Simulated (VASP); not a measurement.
# Fe (P6_3/mmc) in VASP: further runs

The runs below take Fe through single point, with PBEsol.

Everything below comes from runs of VASP 6.6.1. Logs are shortened: lines on timing, memory, paths and dates and some standing lists are left out, and cuts for length are marked.

### 1 The cell of the first run

It takes space group P6_3/mmc (No. 194, hexagonal). The conventional cell has a = 2.430 Å, b = 2.430 Å, c = 3.839 Å, α = 90.00°, β = 90.00°, γ = 120.00°. Within 3.1 Å of Fe (site symmetry -6m2) lie 12 Fe at 2.38 to 2.43 Å.

This isn't the form of Fe at room conditions, which is bcc.

### 2 Single point, PBEsol, collinear spin, ferromagnetic start

Input file INCAR:

```
  PREC = Accurate
  ENCUT = 600
  EDIFF = 1E-6
  ISMEAR = 0
  SIGMA = 0.025
  LREAL = False
  LASPH = True
  NELM = 200
  ALGO = Normal
  ISIF = 2
  LWAVE = False
  LCHARG = False
  ISPIN = 2
  MAGMOM = 2.5 2.5
  LORBIT = 11
  LMAXMIX = 4
  GGA = PS
  NBANDS = 19
  GGA_COMPAT = False
```

Input file KPOINTS:

```
Automatic mesh
0
Gamma
  19 19 11
```

Input file POSCAR:

```
Fe
1.0
    2.4295271548      0.0000000000      0.0000000000
   -1.2147635774      2.1040322353      0.0000000000
    0.0000000000      0.0000000000      3.8386022052
Fe
2
Direct
    0.3333333333      0.6666666667      0.2500000000
    0.6666666667      0.3333333333      0.7500000000
```

Potentials or basis: VASP PAW PBE potentials, release 64 (Fe).

Started as:

```
> cat potpaw_PBE.64/Fe/POTCAR > POTCAR
> mpirun -np 1 vasp_std > vasp.out
```

OUTCAR:

```text
PREC = Accurate
   ENCUT = 600
   EDIFF = 1E-6
   ISMEAR = 0
   LREAL = False
   LASPH = True
   NELM = 200
   ISIF = 2
   ISPIN = 2
   LORBIT = 11
   GGA = PS

 ion  position               nearest neighbor table
   1  0.333  0.667  0.250-   2 2.38   2 2.38   2 2.38   2 2.38   2 2.38   2 2.38
   2  0.667  0.333  0.750-   1 2.38   1 2.38   1 2.38   1 2.38   1 2.38   1 2.38

  LATTYP: Found a hexagonal cell.
 ALAT       =     2.4295271548
 C/A-ratio  =     1.5799791320

  Lattice vectors:

 A1 = (   2.4295271548,   0.0000000000,   0.0000000000)
 A2 = (  -1.2147635774,   2.1040322353,   0.0000000000)
 A3 = (   0.0000000000,   0.0000000000,   3.8386022052)

Analysis of symmetry for initial positions (statically):
=====================================================================
 Subroutine PRICEL returns:
 Original cell was already a primitive cell.

 Routine SETGRP: Setting up the symmetry group for a
 hexagonal supercell.

 Subroutine GETGRP returns: Found 24 space group operations
 (whereof 12 operations were pure point group operations)
 out of a pool of 24 trial point group operations.

The static configuration has the point symmetry D_3d.
 The point group associated with its full space group is D_6h.

Analysis of symmetry for dynamics (positions and initial velocities):
=====================================================================
 Subroutine PRICEL returns:
 Original cell was already a primitive cell.

 Routine SETGRP: Setting up the symmetry group for a
 hexagonal supercell.

 Subroutine GETGRP returns: Found 24 space group operations
 (whereof 12 operations were pure point group operations)
 out of a pool of 24 trial point group operations.

The dynamic configuration has the point symmetry D_3d.
 The point group associated with its full space group is D_6h.

Analysis of structural, dynamic, and magnetic symmetry:
=====================================================================
 Subroutine PRICEL returns:
 Original cell was already a primitive cell.

 Routine SETGRP: Setting up the symmetry group for a
 hexagonal supercell.

 Subroutine GETGRP returns: Found 24 space group operations
 (whereof 12 operations were pure point group operations)
 out of a pool of 24 trial point group operations.

The overall configuration has the point symmetry D_3d.
 The point group associated with its full space group is D_6h.

 Subroutine INISYM returns: Found 24 space group operations
 (whereof 12 operations are pure point group operations),
 and found     1 'primitive' translations

----------------------------------------------------------------------------------------

                                     Primitive cell

  volume of cell :      19.6222

  direct lattice vectors                    reciprocal lattice vectors
     2.429527155  0.000000000  0.000000000     0.411602726  0.237638945  0.000000000
    -1.214763577  2.104032235  0.000000000     0.000000000  0.475277889  0.000000000
     0.000000000  0.000000000  3.838602205     0.000000000  0.000000000  0.260511495

  length of vectors
     2.429527155  2.429527155  3.838602205     0.475277889  0.475277889  0.260511495

  position of ions in fractional coordinates (direct lattice)
     0.333333333  0.666666667  0.250000000
     0.666666667  0.333333333  0.750000000

  ion indices of the primitive-cell ions
   primitive index   ion index
                 1           1
                 2           2

----------------------------------------------------------------------------------------

 KPOINTS: Automatic mesh

Automatic generation of k-mesh.
 Grid dimensions read from file:
 generate k-points for:   19   19   11

 Generating k-lattice:

  Cartesian coordinates                     Fractional coordinates (reciprocal lattice)
     0.021663301  0.012507313  0.000000000     0.052631579  0.000000000  0.000000000
     0.000000000  0.025014626  0.000000000     0.000000000  0.052631579  0.000000000
     0.000000000  0.000000000  0.023682863     0.000000000  0.000000000  0.090909091

  Length of vectors
     0.025014626  0.025014626  0.023682863

  Shift w.r.t. Gamma in fractional coordinates (k-lattice)
     0.000000000  0.000000000  0.000000000

 Subroutine IBZKPT returns following result:
 ===========================================

 Found    240 irreducible k-points:

 Following reciprocal coordinates:
            Coordinates               Weight
  0.000000  0.000000  0.000000      1.000000
  0.052632  0.000000  0.000000      6.000000
  0.105263  0.000000  0.000000      6.000000
  0.157895 -0.000000  0.000000      6.000000
  0.210526  0.000000  0.000000      6.000000
  0.263158  0.000000  0.000000      6.000000
[... 16 lines left out ...]
  0.263158  0.105263  0.000000     12.000000
  0.315789  0.105263  0.000000     12.000000
 [... further k-points ...]
   k-points           NKPTS =    240   k-points in BZ     NKDIM =    240   number of bands    NBANDS=     19
   number of dos      NEDOS =    301   number of ions     NIONS =      2
   total plane-waves  NPLWV =  12800
   dimension x,y,z NGX =    20 NGY =   20 NGZ =   32
   dimension x,y,z NGXF=    40 NGYF=   40 NGZF=   64
   ions per type =               2
   NGX,Y,Z   is equivalent  to a cutoff of  13.69, 13.69, 13.86 a.u.
   NGXF,Y,Z  is equivalent  to a cutoff of  27.37, 27.37, 27.72 a.u.
 SYSTEM =  unknown system
   PREC   = accura    normal or accurate (medium, high low for compatibility)
   ISTART =      0    job   : 0-new  1-cont  2-samecut
   ICHARG =      2    charge: 1-file 2-atom 10-const
   ISPIN  =      2    spin polarized calculation?
   LNONCOLLINEAR =      F non collinear calculations
   LSORBIT =      F    spin-orbit coupling
   LASPH  =      T    aspherical Exc in radial PAW
   ENCUT  =  600.0 eV  44.10 Ry    6.64 a.u.   4.85  4.85  7.67*2*pi/ulx,y,z
   NELM   =    200;   NELMIN=  2; NELMDL= -5     # of ELM steps
   EDIFF  = 0.1E-05   stopping-criterion for ELM
   LREAL  =      F    real-space projection
   EDIFFG = 0.1E-04   stopping-criterion for IOM
   NSW    =      0    number of steps for IOM
   IBRION =     -1    ionic relax: 0-MD 1-quasi-New 2-CG
   NFREE  =      0    steps in history (QN), initial steepest desc. (CG)
   ISIF   =      2    stress and relaxation
   ISYM   =      2    0-nonsym 1-usesym 2-fastsym
   POTIM  = 0.5000    time-step for ionic-motion
   TEBEG  =    0.0;   TEEND  =   0.0 temperature during run
   PSTRESS=    0.0 pullay stress
   NELECT =      16.0000    total number of electrons
   NUPDOWN=      -1.0000    fix difference up-down
   EMIN   =  10.00;   EMAX   =-10.00  energy-range for DOS
   EFERMI =   0.00;   METHOD = LEGACY
   ISMEAR =     0;   SIGMA  =   0.03  broadening in eV -4-tet -1-fermi 0-gaus
   EFERMI_NEDOS =   21; number of points for ismear=-14 and -15
   IALGO  =     38    algorithm
   IMIX   =      4    mixing-type and parameters
     AMIX     =   0.40;   BMIX     =  1.00
     AMIX_MAG =   1.60;   BMIX_MAG =  1.00
  volume/ion in A,a.u.               =       9.81        66.21
  Fermi-wavevector in a.u.,A,eV,Ry     =   1.529440  2.890222 31.826562  2.339186
  Thomas-Fermi vector in A             =   2.637061
   LORBIT       =     11    0 simple, 1 ext, 2 COOP (PROOUT), +10 PAW based schemes
   GGA     = PS    functional components
   LHFCALC =     F    Hartree Fock is set to
   AEXX    =    0.0000 exact exchange contribution
   IVDW    =     0    specifies the selected vdW correction
   LEPSILON=     F    determine dielectric tensor
   LRPA    =     F    only Hartree local field effects (RPA)
 spin polarized calculation
 Gauss-broadening in eV      SIGMA  =   0.03
  energy-cutoff  :      600.00
  volume of cell :       19.62
 maximum number of plane-waves:       681
 NGX is ok and might be reduce to    20
   NGX =  9   NGY =  9   NGZ = 15

 number of electron      15.9999995 magnetization      -0.0079905

 number of electron      15.9999995 magnetization       0.0000311

 Free energy of the ion-electron system (eV)
  ---------------------------------------------------
  ext. energy  EPLUGINS =         0.00000000
  ---------------------------------------------------
  free energy    TOTEN  =       -17.87343281 eV

  energy without entropy =      -17.87277936  energy(sigma->0) =      -17.87310609

 E-fermi :   7.1847     XC(G=0): -14.1758

 val. band max:        7.1621526912   @ k =   0.3158   0.0526   0.2727
 cond. band min:       7.1879075779   @ k =   0.0526   0.0526   0.3636
 fundamental gap:      0.0257548867
 Fermi energy:         7.1846925721

 spin component 1

 k-point     1 :       0.0000    0.0000    0.0000
  band No.  band energies     occupation
      1      -2.0000      1.00000
      2       1.9876      1.00000
      3       5.4239      1.00000
      4       5.4239      1.00000
      5       5.5646      1.00000
      6       5.9214      1.00000
[... 11 lines left out ...]
     18      34.0680      0.00000
     19      34.9003      0.00000

 k-point     2 :       0.0526    0.0000    0.0000
  band No.  band energies     occupation
      1      -1.8934      1.00000
      2       2.0581      1.00000
      3       5.2572      1.00000
      4       5.4854      1.00000
      5       5.7069      1.00000
      6       5.8895      1.00000
[... 11 lines left out ...]
     18      34.0642      0.00000
     19      36.3451      0.00000

 k-point     3 :       0.1053    0.0000    0.0000
  band No.  band energies     occupation
      1      -1.5790      1.00000
      2       2.2565      1.00000
      3       5.0019      1.00000
      4       5.6661      1.00000
      5       5.7756      1.00000
      6       5.8062      1.00000
[... 434 lines left out ...]
      1       1.3928      1.00000
      2       3.0778      1.00000
      3       3.4517      1.00000
      4       4.1143      1.00000
      5       5.2064      1.00000
      6       5.6458      1.00000
[... 11 lines left out ...]
     18      30.3300      0.00000
     19      33.5397      0.00000

 k-point    24 :       0.3158    0.1053    0.0000
  band No.  band energies     occupation
      1       2.0364      1.00000
      2       2.9212      1.00000
      3       3.1460      1.00000
      4       4.2678      1.00000
      5       5.1142      1.00000
      6       5.7195      1.00000
[... 11 lines left out ...]
     18      29.7085      0.00000
     19      33.0123      0.00000

 [... further k-points ...]

 spin component 2

 k-point     1 :       0.0000    0.0000    0.0000
  band No.  band energies     occupation
      1      -2.0000      1.00000
      2       1.9876      1.00000
      3       5.4239      1.00000
      4       5.4239      1.00000
      5       5.5647      1.00000
      6       5.9214      1.00000
[... 11 lines left out ...]
     18      34.0680      0.00000
     19      34.9003      0.00000

 k-point     2 :       0.0526    0.0000    0.0000
  band No.  band energies     occupation
      1      -1.8934      1.00000
      2       2.0582      1.00000
      3       5.2573      1.00000
      4       5.4854      1.00000
      5       5.7070      1.00000
      6       5.8896      1.00000
[... 11 lines left out ...]
     18      34.0642      0.00000
     19      36.3451      0.00000

 k-point     3 :       0.1053    0.0000    0.0000
  band No.  band energies     occupation
      1      -1.5790      1.00000
      2       2.2566      1.00000
      3       5.0019      1.00000
      4       5.6661      1.00000
      5       5.7757      1.00000
      6       5.8062      1.00000
[... 434 lines left out ...]
      1       1.3928      1.00000
      2       3.0778      1.00000
      3       3.4517      1.00000
      4       4.1144      1.00000
      5       5.2065      1.00000
      6       5.6458      1.00000
[... 11 lines left out ...]
     18      30.3300      0.00000
     19      33.5397      0.00000

 k-point    24 :       0.3158    0.1053    0.0000
  band No.  band energies     occupation
      1       2.0364      1.00000
      2       2.9212      1.00000
      3       3.1460      1.00000
      4       4.2678      1.00000
      5       5.1143      1.00000
      6       5.7196      1.00000
[... 11 lines left out ...]
     18      29.7085      0.00000
     19      33.0122      0.00000

 [... further k-points ...]

------------------------ aborting loop because EDIFF is reached ----------------------------------------

  FORCE on cell =-STRESS in cart. coord.  units (eV):
  Direction    XX          YY          ZZ          XY          YZ          ZX
  --------------------------------------------------------------------------------------
  -------------------------------------------------------------------------------------
  Total       -0.0707783     -0.0707783     -0.0858943     -0.0000000      0.0000000      0.0000000
  in kB       -5.7791425     -5.7791425     -7.0133829     -0.0000000      0.0000000      0.0000000
  external PRESSURE =      -6.1905560 kB  Pullay stress =       0.0000000 kB

 VOLUME and BASIS-vectors are now :
 -----------------------------------------------------------------------------
  energy-cutoff  :      600.00
  volume of cell :       19.62
      direct lattice vectors                 reciprocal lattice vectors
     2.429527155  0.000000000  0.000000000     0.411602726  0.237638945  0.000000000
    -1.214763577  2.104032235  0.000000000     0.000000000  0.475277889  0.000000000
     0.000000000  0.000000000  3.838602205     0.000000000  0.000000000  0.260511495

 POSITION                                       TOTAL-FORCE (eV/Angst)
 -----------------------------------------------------------------------------------
     -0.00000      1.40269      0.95965        -0.000000      0.000000      0.000000
      1.21476      0.70134      2.87895         0.000000      0.000000      0.000000
 -----------------------------------------------------------------------------------
    total drift:                                0.000000      0.000000     -0.000000

  FREE ENERGIE OF THE ION-ELECTRON SYSTEM (eV)
  ---------------------------------------------------
  free  energy   TOTEN  =       -17.8734328070 eV

  energy  without entropy=      -17.8727793632  energy(sigma->0) =      -17.87310609

 total charge

# of ion       s       p       d       tot
------------------------------------------
    1        0.558   0.682   6.378   7.618
    2        0.558   0.682   6.378   7.618
--------------------------------------------------
tot          1.116   1.363  12.756  15.235

 magnetization (x)

# of ion       s       p       d       tot
------------------------------------------
    1       -0.000  -0.000   0.000   0.000
    2       -0.000  -0.000   0.000   0.000
--------------------------------------------------
tot         -0.000  -0.000   0.000   0.000
```

Wall time 3.6 min (1 thread of Intel Xeon 8259CL, shared host); peak memory 0.27 GiB.

What came out:

```
Free energy                                           : -17.8734 eV
Pressure                                              : -0.6 GPa
Band gap on the k mesh                                : zero (filled and empty bands overlap)
Net moment                                            : 0.00 μB per cell
Valence electrons inside the program's atomic spheres : Fe 7.62
```

Levels at points of the mesh, in eV from the Fermi level:
Spin up:
| k point | band 6 | band 7 | band 8 | band 9 | band 10 | band 11 |
| --- | --- | --- | --- | --- | --- | --- |
| (0.00, 0.00, 0.00) | -1.26 | -1.26 | -0.90 | -0.90 | 0.53 | 0.75 |
Spin down:
| k point | band 4 | band 5 | band 6 | band 7 | band 8 | band 9 | band 10 | band 11 | band 12 | band 13 |
| --- | --- | --- | --- | --- | --- | --- | --- | --- | --- | --- |
| (0.00, 0.00, 0.00) | -1.76 | -1.62 | -1.26 | -1.26 | -0.90 | -0.90 | 0.53 | 0.75 | 0.75 | 9.14 |

Caveat: the PAW data sets were made with another functional, which shifts forces and pressure a little.

### 3 Single point, PBEsol, collinear spin, ferromagnetic start

Input file INCAR:

```
SYSTEM = Fe
PREC     = Accurate       ! precision mode
ENCUT    = 600            ! plane-wave cutoff, eV
EDIFF    = 1E-6           ! SCF threshold, eV
ISMEAR   = -1             ! smearing method
SIGMA    = 0.08           ! smearing width, eV
LREAL    = .False.        ! projectors in reciprocal space
LASPH    = .True.         ! aspherical terms in the spheres
NELM     = 200            ! most SCF steps
ALGO     = Normal         ! electronic algorithm
ISIF     = 2              ! what is computed and relaxed
LWAVE    = .False.        ! write WAVECAR
LCHARG   = .True.         ! write CHGCAR
ISPIN    = 2              ! spin polarisation
MAGMOM   = 2.5 2.5        ! initial moments
LORBIT   = 11             ! projections on sites
LMAXMIX  = 4              ! l up to which the mixer works
GGA      = PS             ! functional
LELF     = .True.         ! ELF
LVHAR    = .True.       
NBANDS   = 19             ! bands
GGA_COMPAT= .False.
```

Input file KPOINTS:

```
regular mesh
0
Gamma
  19 19 11
  0 0 0
```

Input file POSCAR:

```
Fe
1.0
    2.4295287504      0.0000000000      0.0000000000
   -1.2147643752      2.1040336171      0.0000000000
    0.0000000000      0.0000000000      3.8420853004
Fe
2
Direct
    0.3333333333      0.6666666667      0.2500000000
    0.6666666667      0.3333333333      0.7500000000
```

Potentials or basis: VASP PAW PBE potentials, release 64 (Fe).

Started as:

```
> cat potpaw_PBE.64/Fe/POTCAR > POTCAR
> mpirun -np 1 vasp_std > vasp.out
```

It took 3.6 min on 1 thread of Intel Xeon 8259CL, shared host; peak memory 0.27 GiB.

It converged, with:

* Free energy: -17.8966 eV
* Pressure: -0.6 GPa
* Band gap on the k mesh: zero (filled and empty bands overlap)
* Net moment: 0.00 μB per cell
* Valence electrons inside the program's atomic spheres: Fe 7.62

Stress tensor (GPa, compression positive):
```
-0.50  0.00  0.00
 0.00 -0.50  0.00
 0.00  0.00 -0.66
```

Levels at points of the mesh, in eV from the Fermi level:
Spin up:
```csv
k point,band 6,band 7,band 8,band 9,band 10,band 11
"(0.00, 0.00, 0.00)",-1.25,-1.25,-0.89,-0.89,0.52,0.76
```
Spin down:
```tsv
k point	band 5	band 6	band 7	band 8	band 9	band 10	band 11	band 12
(0.00, 0.00, 0.00)	-1.62	-1.25	-1.25	-0.89	-0.89	0.52	0.76	0.76
```

Caveat: the PAW data sets were made with another functional, which shifts forces and pressure a little.
